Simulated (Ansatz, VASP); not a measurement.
# One calculation of La6N, two programs

```xyz
7
Lattice="3.6500 0.0000 0.0000 -1.8250 3.1610 0.0000 0.0000 0.0000 16.2000" Properties=species:S:1:pos:R:3 pbc="T T T"
La    0.0000    2.1073    6.7505
La    1.8250    1.0537    9.4495
La    0.0000    2.1073    1.3495
La    1.8250    1.0537   14.8505
La    0.0000    0.0000   12.1500
La    0.0000    0.0000    4.0500
N     0.0000    0.0000    0.0000
```

Alike in both runs: task relaxation of cell and atoms; functional PBE; k mesh 5 × 5 × 1; occupations gaussian, width 0.2 eV; no spin polarisation.

```csv
,VASP,Ansatz
version,VASP 6.6.1,Ansatz 0.2.0
potentials or method,"VASP PAW PBE potentials, release 64 (La, N), cutoff 600 eV","scalar-relativistic, plane waves, PAW"
valence electrons in the cell,71,71
```

```tsv
	VASP	Ansatz	Ansatz less VASP
gap on the k mesh at the Fermi level, each at its own relaxed structure (eV)	none	none	-
relaxed volume (Å³/atom)	32.55	32.05	-0.497
relaxed length of the cell vector where the two differ most in proportion (Å)	18.664	18.493	-0.1707
```

A gap of «none» marks a metal or a gap that the smearing closes.

The k mesh is coarse, so the values compare programs but aren't converged. Neither program's run includes spin-orbit coupling. Noted on VASP's run: the volume moved by over 15 % at a fixed basis, so the end points are rough.
